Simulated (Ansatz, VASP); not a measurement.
## One calculation of InSe, two programs

INCAR

```
ALGO = Normal ; EDIFF = 1E-6
ENCUT = 500 ; GGA = PS
GGA_COMPAT = F ; ISIF = 2
ISMEAR = 0 ; LASPH = T
LCHARG = F ; LREAL = F
LWAVE = F ; NBANDS = 69
NELM = 120 ; PREC = Accurate
SIGMA = 0.03
```

The input KPOINTS:

```
k-points
0
Gamma
  10 10 2
```

The input POSCAR:

```
InSe
1.0
   -1.9999996503     -3.4641010095      0.0000000000
    1.9999996503     -3.4641010095      0.0000000000
    0.0000000000      0.0000000000     26.4500100000
In Se
6 6
Direct
    0.0000000000      0.0000000000      0.7331715668
    0.3333333333      0.3333333333      0.1043120692
    0.6666666667      0.6666666667      0.4187418180
    1.0000000000      1.0000000000      0.8390086202
    0.3333333333      0.3333333333      0.2101491226
    0.6666666667      0.6666666667      0.5245788714
    1.0000000000      1.0000000000      0.3704768515
    0.3333333333      0.3333333333      0.6849066003
    0.6666666667      0.6666666667      0.0560471027
    1.0000000000      1.0000000000      0.5728123949
    0.3333333333      0.3333333333      0.8872421437
    0.6666666667      0.6666666667      0.2583826461
```

Input for Ansatz:

```yaml
crystal:
  lattice:
    - [-1.9999996503, -3.4641010095, 0.0]
    - [1.9999996503, -3.4641010095, 0.0]
    - [0.0, 0.0, 26.45001]
  atoms:
    - { symbol: In, position: [0.0, 0.0, 0.7331715668] }
    - { symbol: In, position: [0.3333333333, 0.3333333333, 0.1043120692] }
    - { symbol: In, position: [0.6666666667, 0.6666666667, 0.418741818] }
    - { symbol: In, position: [1.0, 1.0, 0.8390086202] }
    - { symbol: In, position: [0.3333333333, 0.3333333333, 0.2101491226] }
    - { symbol: In, position: [0.6666666667, 0.6666666667, 0.5245788714] }
    - { symbol: Se, position: [1.0, 1.0, 0.3704768515] }
    - { symbol: Se, position: [0.3333333333, 0.3333333333, 0.6849066003] }
    - { symbol: Se, position: [0.6666666667, 0.6666666667, 0.0560471027] }
    - { symbol: Se, position: [1.0, 1.0, 0.5728123949] }
    - { symbol: Se, position: [0.3333333333, 0.3333333333, 0.8872421437] }
    - { symbol: Se, position: [0.6666666667, 0.6666666667, 0.2583826461] }
basis:
  ecutwfc: 420
kpoints:
  mp_grid: { grid: [10, 10, 2] }
hamiltonian:
  xc: pbesol
scf:
  occupations: { method: gaussian, width: 0.03 }
output:
  forces: true
  stress: true
  eigenvalues: true
```

Alike in both runs: task single point; functional PBEsol; k mesh 10 × 10 × 2; occupations gaussian, width 0.03 eV; no spin polarisation.

|  | VASP | Ansatz |
| --- | --- | --- |
| version | VASP 6.6.1 | Ansatz 0.2.0 |
| potentials or method | VASP PAW PBE potentials, release 64 (In_d, Se), cutoff 500 eV | scalar-relativistic, plane waves, PAW |
| valence electrons in the cell | 114 | 174 |

|  | VASP | Ansatz | Ansatz less VASP |
| --- | --- | --- | --- |
| gap on the k mesh at the Fermi level (eV) | 0.62 | 0.63 | +0.011 |
| least direct gap on the mesh (eV) | 0.63 | 0.64 | +0.011 |
| pressure (GPa) | 0.2 | 0.1 | -0.06 |
| traceless stress, the component that is largest in VASP (GPa) | -0.35 | -0.33 | +0.011 |
| rms of the force components (eV/Å) | 0.073 | 0.064 | -0.0091 |

VASP's potentials were made for PBE, not for PBEsol. Atom by atom the forces differ by 0.011 eV/Å (rms over components). VASP's potentials hold 114 valence electrons a cell and Ansatz's 174, so a difference there can come from the potentials and not from the codes.
